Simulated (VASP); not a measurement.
Runs of VASP 6.6.1 on Sc. The structure is that of space group Pm-3m (No. 221), or close to it. The cells are those of the table. This isn't the form of Sc at room conditions, which is hcp.

```csv
task,cell,cutoff (eV),gap on the mesh (eV),pressure (GPa)
relaxation of cell and atoms,"relaxed from a = 3.020 Å, 1 atom",600,none,0.0
single point,"a = 2.397 Å, 1 atom",520,none,61.4
single point,"a = 2.491 Å, 1 atom",520,none,(a)
relaxation of cell and atoms,"relaxed to 20 GPa from a = 3.020 Å, 1 atom",600,none,20.0
relaxation of cell and atoms,"relaxed to 40 GPa from a = 3.020 Å, 1 atom",600,none,39.9
```

Alike in all rows: level PBE; potentials or basis VASP PAW PBE potentials, release 64 (Sc_sv); no spin polarisation; k mesh 14 × 14 × 14; smearing gaussian 0.05 eV.

Question: Fill in the values left out.

Answer: (a) 40.7.

Caveats: the cell stands under pressure (at least some runs); the cell is relaxed towards a set pressure, so the run minimises the enthalpy, not the energy (at least some runs).

A gap of «none» marks levels without a gap at the run's occupations.
